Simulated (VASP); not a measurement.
Here is a VASP 6.6.1 calculation.

POSCAR

```
KCl
1.0
    3.6550447693      0.0000000000      0.0000000000
    0.0000000000      3.6550447693      0.0000000000
    0.0000000000      0.0000000000      3.8080688468
K Cl
1 1
Direct
    0.0000000000      0.0000000000      0.0000000000
    0.5000000000      0.5000000000      0.5000000000
```

File INCAR.step1:

```
  PREC = Accurate
  ENCUT = 520
  EDIFF = 1E-5
  ISMEAR = 0
  SIGMA = 0.01
  LREAL = F
  LASPH = T
  NELM = 80
  ALGO = Normal
  ISIF = 2
  LWAVE = T
  NBANDS = 15
  GGA = PE
  KPAR = 4
```

File INCAR.step2:

```
  PREC = Accurate
  ENCUT = 520
  EDIFF = 1E-6
  ISMEAR = 0
  SIGMA = 0.01
  LREAL = F
  LASPH = T
  NELM = 80
  ALGO = Normal
  ISIF = 2
  LWAVE = F
  LCHARG = T
  GGA = PE
  LHFCALC = T
  HFSCREEN = 0.2079
  PRECFOCK = Normal
  LVHAR = T
  NBANDS = 15
  ISTART = 1
  KPAR = 4
```

The input KPOINTS:

```
regular mesh
0
Gamma
  6 6 6
```

Potentials or basis: VASP PAW PBE potentials, release 64 (K_sv, Cl).

Command:

```sh
$ cat potpaw_PBE.64/K_sv/POTCAR potpaw_PBE.64/Cl/POTCAR > POTCAR
$ cp INCAR.step1 INCAR
$ mpirun -np 4 vasp_std > vasp.out
$ cp INCAR.step2 INCAR
$ mpirun -np 4 vasp_std > vasp.out
```

Predict the pressure.

2.0 GPa.

Estimate the band gap on the k mesh.

6.52 eV (least direct gap 6.75 eV).

Stress tensor (GPa, compression positive):
```
2.73 0.00 0.00
0.00 2.73 0.00
0.00 0.00 0.69
```

Caveat: the cell differs from its parent crystal (epitaxial xy strain -3.1%); the PAW data sets were made with another functional, which shifts forces and pressure a little. A k mesh can miss the band edges.
